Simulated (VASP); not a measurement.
# Al (Fm-3m) in VASP: a series of runs

Runs on Al. Level: PBE. Tasks: single point.

All numbers are computed with VASP 6.6.1; they aren't measurements. Logs are shortened: lines on timing, memory, paths and dates and some standing lists are left out, and cuts for length are marked.

## 1. The cell of the first run

The structure is cubic, space group Fm-3m (No. 225). The conventional cell has a = 3.959 Å, b = 3.959 Å, c = 3.959 Å, α = 90.00°, β = 90.00°, γ = 90.00°. Al (site symmetry m-3m) has 12 Al at 2.80 Å within 3.7 Å.

## 2. Single point, PBE (volume scaled by 0.94)

The input, INCAR:

```
PREC = Accurate ; ENCUT = 500
EDIFF = 1E-6 ; ISMEAR = 0
SIGMA = 0.1 ; LREAL = False
LASPH = True ; NELM = 120
ALGO = Normal ; ISIF = 2
LWAVE = False ; LCHARG = True
GGA = PE ; LELF = True
LVHAR = True ; NBANDS = 8
GGA_COMPAT = False
```

The input, KPOINTS:

```
regular mesh
0
Gamma
  18 18 18
```

The input, POSCAR:

```
Al
1.0
    0.0000000000      1.9794774887      1.9794774887
    1.9794774887      0.0000000000      1.9794774887
    1.9794774887      1.9794774887      0.0000000000
Al
1
Direct
    0.0000000000      0.0000000000      0.0000000000
```

Potentials or basis: VASP PAW PBE potentials, release 64 (Al).

On the command line:

```console
$ cat potpaw_PBE.64/Al/POTCAR > POTCAR
$ mpirun -np 1 vasp_std > vasp.out
```

OUTCAR:

```text
PREC = Accurate
   ENCUT = 500
   EDIFF = 1E-6
   ISMEAR = 0
   LREAL = False
   LASPH = True
   NELM = 120
   ISIF = 2
   GGA = PE

 ion  position               nearest neighbor table
   1  0.000  0.000  0.000-

  LATTYP: Found a face centered cubic cell.
 ALAT       =     3.9589549774

  Lattice vectors:

 A1 = (   0.0000000000,   1.9794774887,   1.9794774887)
 A2 = (   1.9794774887,   0.0000000000,   1.9794774887)
 A3 = (   1.9794774887,   1.9794774887,   0.0000000000)

Analysis of symmetry for initial positions (statically):
=====================================================================
 Subroutine PRICEL returns:
 Original cell was already a primitive cell.

 Routine SETGRP: Setting up the symmetry group for a
 face centered cubic supercell.

 Subroutine GETGRP returns: Found 48 space group operations
 (whereof 48 operations were pure point group operations)
 out of a pool of 48 trial point group operations.

The static configuration has the point symmetry O_h .

Analysis of symmetry for dynamics (positions and initial velocities):
=====================================================================
 Subroutine PRICEL returns:
 Original cell was already a primitive cell.

 Routine SETGRP: Setting up the symmetry group for a
 face centered cubic supercell.

 Subroutine GETGRP returns: Found 48 space group operations
 (whereof 48 operations were pure point group operations)
 out of a pool of 48 trial point group operations.

The dynamic configuration has the point symmetry O_h .

 Subroutine INISYM returns: Found 48 space group operations
 (whereof 48 operations are pure point group operations),
 and found     1 'primitive' translations

----------------------------------------------------------------------------------------

                                     Primitive cell

  volume of cell :      15.5125

  direct lattice vectors                    reciprocal lattice vectors
     0.000000000  1.979477489  1.979477489    -0.252591910  0.252591910  0.252591910
     1.979477489  0.000000000  1.979477489     0.252591910 -0.252591910  0.252591910
     1.979477489  1.979477489  0.000000000     0.252591910  0.252591910 -0.252591910

  length of vectors
     2.799403911  2.799403911  2.799403911     0.437502022  0.437502022  0.437502022

  position of ions in fractional coordinates (direct lattice)
     0.000000000  0.000000000  0.000000000

[... 76 lines left out ...]
   LREAL  =      F    real-space projection
   EDIFFG = 0.1E-04   stopping-criterion for IOM
   NSW    =      0    number of steps for IOM
   IBRION =     -1    ionic relax: 0-MD 1-quasi-New 2-CG
   NFREE  =      0    steps in history (QN), initial steepest desc. (CG)
   ISIF   =      2    stress and relaxation
   ISYM   =      2    0-nonsym 1-usesym 2-fastsym
   POTIM  = 0.5000    time-step for ionic-motion
   TEBEG  =    0.0;   TEEND  =   0.0 temperature during run
   PSTRESS=    0.0 pullay stress
   NELECT =       3.0000    total number of electrons
   NUPDOWN=      -1.0000    fix difference up-down
   EMIN   =  10.00;   EMAX   =-10.00  energy-range for DOS
   EFERMI =   0.00;   METHOD = LEGACY
   ISMEAR =     0;   SIGMA  =   0.10  broadening in eV -4-tet -1-fermi 0-gaus
   EFERMI_NEDOS =   21; number of points for ismear=-14 and -15
   IALGO  =     38    algorithm
   IMIX   =      4    mixing-type and parameters
     AMIX     =   0.40;   BMIX     =  1.00
     AMIX_MAG =   1.60;   BMIX_MAG =  1.00
  volume/ion in A,a.u.               =      15.51       104.68
  Fermi-wavevector in a.u.,A,eV,Ry     =   0.946720  1.789041 12.194602  0.896278
  Thomas-Fermi vector in A             =   2.074744
   LORBIT       =      0    0 simple, 1 ext, 2 COOP (PROOUT), +10 PAW based schemes
   GGA     = PE    functional components
   LHFCALC =     F    Hartree Fock is set to
   AEXX    =    0.0000 exact exchange contribution
   IVDW    =     0    specifies the selected vdW correction
   LEPSILON=     F    determine dielectric tensor
   LRPA    =     F    only Hartree local field effects (RPA)
 non-spin polarized calculation
 Gauss-broadening in eV      SIGMA  =   0.10
  energy-cutoff  :      500.00
  volume of cell :       15.51
 maximum number of plane-waves:       411
   NGX = 11   NGY = 11   NGZ = 11

 number of electron       3.0000000 magnetization

 Free energy of the ion-electron system (eV)
  ---------------------------------------------------
  ext. energy  EPLUGINS =         0.00000000
  ---------------------------------------------------
  free energy    TOTEN  =        -3.72894262 eV

  energy without entropy =       -3.72610071  energy(sigma->0) =       -3.72752166

 E-fermi :   8.6559     XC(G=0): -10.4219

 val. band max:        8.6491687792   @ k =  -0.4444   0.3333   0.1111
 cond. band min:       8.6668652489   @ k =  -0.2222   0.3889   0.1667
 fundamental gap:      0.0176964697
 Fermi energy:         8.6558743668

 k-point     1 :       0.0000    0.0000    0.0000
  band No.  band energies     occupation
      1      -2.9085      2.00000
      2      21.6267      0.00000
      3      21.6267      0.00000
      4      21.6267      0.00000
      5      23.5987      0.00000
      6      23.5987      0.00000
      7      23.5987      0.00000
      8      25.5800      0.00000
[... 243 lines left out ...]
 k-point    24 :      -0.2222    0.0556    0.0000
  band No.  band energies     occupation
      1      -1.1999      2.00000
      2      12.6391      0.00000
      3      18.3350      0.00000
      4      21.2849      0.00000
      5      23.1115      0.00000
      6      24.2031      0.00000
      7      24.6891      0.00000
      8      26.9498      0.00000

 [... further k-points ...]

------------------------ aborting loop because EDIFF is reached ----------------------------------------

  FORCE on cell =-STRESS in cart. coord.  units (eV):
  Direction    XX          YY          ZZ          XY          YZ          ZX
  --------------------------------------------------------------------------------------
  -------------------------------------------------------------------------------------
  Total        0.5209883      0.5209883      0.5209883     -0.0000000      0.0000000      0.0000000
  in kB       53.8092375     53.8092375     53.8092375     -0.0000000      0.0000000      0.0000000
  external PRESSURE =      53.8092375 kB  Pullay stress =       0.0000000 kB

 VOLUME and BASIS-vectors are now :
 -----------------------------------------------------------------------------
  energy-cutoff  :      500.00
  volume of cell :       15.51
      direct lattice vectors                 reciprocal lattice vectors
     0.000000000  1.979477489  1.979477489    -0.252591910  0.252591910  0.252591910
     1.979477489  0.000000000  1.979477489     0.252591910 -0.252591910  0.252591910
     1.979477489  1.979477489  0.000000000     0.252591910  0.252591910 -0.252591910

 POSITION                                       TOTAL-FORCE (eV/Angst)
 -----------------------------------------------------------------------------------
      0.00000      0.00000      0.00000         0.000000      0.000000      0.000000
 -----------------------------------------------------------------------------------
    total drift:                                0.000000      0.000000     -0.000000

  FREE ENERGIE OF THE ION-ELECTRON SYSTEM (eV)
  ---------------------------------------------------
  free  energy   TOTEN  =        -3.7289426193 eV

  energy  without entropy=       -3.7261007098  energy(sigma->0) =       -3.72752166
```

stdout:

```text
POSCAR found type information on POSCAR Al
 POSCAR found :  1 types and       1 ions
 scaLAPACK will be used
 LDA part: xc-table for (Slater+PW92), standard interpolation
 POSCAR, INCAR and KPOINTS ok, starting setup
 FFT: planning ... GRIDC
 FFT: planning ... GRID_SOFT
 FFT: planning ... GRID
 WAVECAR not read
 entering main loop
```

It took 8 s on 1 thread of Intel Xeon 6975P-C, shared host; peak memory 0.13 GiB.

What came out:

```
Free energy : -3.7289 eV
Pressure    : 5.4 GPa
```

## 3. Single point, PBE (volume scaled by 0.97)

The input, INCAR:

```
SYSTEM = Al
  PREC = Accurate
  ENCUT = 500
  EDIFF = 1E-6
  ISMEAR = 0
  SIGMA = 0.1
  LREAL = .False.
  LASPH = .True.
  NELM = 120
  ALGO = Normal
  ISIF = 2
  LWAVE = .False.
  LCHARG = .True.
  GGA = PE
  LELF = .True.
  LVHAR = .True.
  NBANDS = 8
  GGA_COMPAT = .False.
```

The input, KPOINTS:

```
Automatic mesh
0
Gamma
  18 18 18
  0 0 0
```

The input, POSCAR:

```
Al
1.0
    0.0000000000      2.0003156252      2.0003156252
    2.0003156252      0.0000000000      2.0003156252
    2.0003156252      2.0003156252      0.0000000000
Al
1
Direct
    0.0000000000      0.0000000000      0.0000000000
```

Potentials or basis: VASP PAW PBE potentials, release 64 (Al).

On the command line:

```console
$ cat potpaw_PBE.64/Al/POTCAR > POTCAR
$ mpirun -np 1 vasp_std > vasp.out
```

Run time: 10 s. Hardware: 1 thread of Intel Xeon 6975P-C, shared host; peak memory 0.14 GiB.

Results (log left out):

| Property | Result |
| --- | --- |
| Free energy | -3.7409 eV |
| Pressure | 2.4 GPa |

Levels at points of the mesh, in eV from the Fermi level:
```csv
k point,band 1,band 2,band 3,band 4,band 5,band 6
"(0.00, 0.00, 0.00)",-11.34,12.79,12.79,12.79,14.52,14.52
"(0.50, 0.00, 0.00)",-4.71,-4.42,11.61,11.61,11.74,11.74
"(0.50, 0.50, 0.00)",-2.99,-1.60,5.27,5.74,5.74,9.37
```

## 4. Single point, PBE (volume scaled by 1.03)

The input, INCAR:

```
SYSTEM = Al
PREC = Accurate
ENCUT = 500
EDIFF = 1E-6
ISMEAR = 0
SIGMA = 0.1
LREAL = .False.
LASPH = .True.
NELM = 120
ALGO = Normal
ISIF = 2
LWAVE = .False.
LCHARG = .False.
GGA = PE
NBANDS = 8
GGA_COMPAT = .False.
```

KPOINTS is that of step 3.

The input, POSCAR:

```
Al
1.0
    0.0000000000      2.0407369323      2.0407369323
    2.0407369323      0.0000000000      2.0407369323
    2.0407369323      2.0407369323      0.0000000000
Al
1
Direct
    0.0000000000      0.0000000000      0.0000000000
```

On the command line:

```console
$ cat potpaw_PBE.64/Al/POTCAR > POTCAR
$ mpirun -np 1 vasp_std > vasp.out
```

Wall time 9.8 s (1 thread of Intel Xeon 6975P-C, shared host); peak memory 0.14 GiB.

It converged, with:

- Free energy: -3.7410 eV
- Pressure: -2.2 GPa

Levels at points of the mesh, in eV from the Fermi level:
| k point | band 1 | band 2 | band 3 | band 4 |
| --- | --- | --- | --- | --- |
| (0.00, 0.00, 0.00) | -10.92 | 12.47 | 12.47 | 12.47 |
| (0.50, 0.00, 0.00) | -4.46 | -4.33 | 11.11 | 11.11 |
| (0.50, 0.50, 0.00) | -2.84 | -1.59 | 5.26 | 5.47 |

## 5. The runs side by side

| cell | gap on the mesh (eV) | pressure (GPa) |
| --- | --- | --- |
| a = 2.799 Å, angles 60.0°, 1 atom | none | 5.4 |
| a = 2.829 Å, angles 60.0°, 1 atom | none | 2.4 |
| a = 2.886 Å, angles 60.0°, 1 atom | none | -2.2 |

Alike in all rows: task single point; level PBE; potentials or basis VASP PAW PBE potentials, release 64 (Al); no spin polarisation; k mesh 18 × 18 × 18; cutoff (eV) 500; smearing gaussian 0.1 eV.

Absolute energies hang on the potentials; compare differences alone.
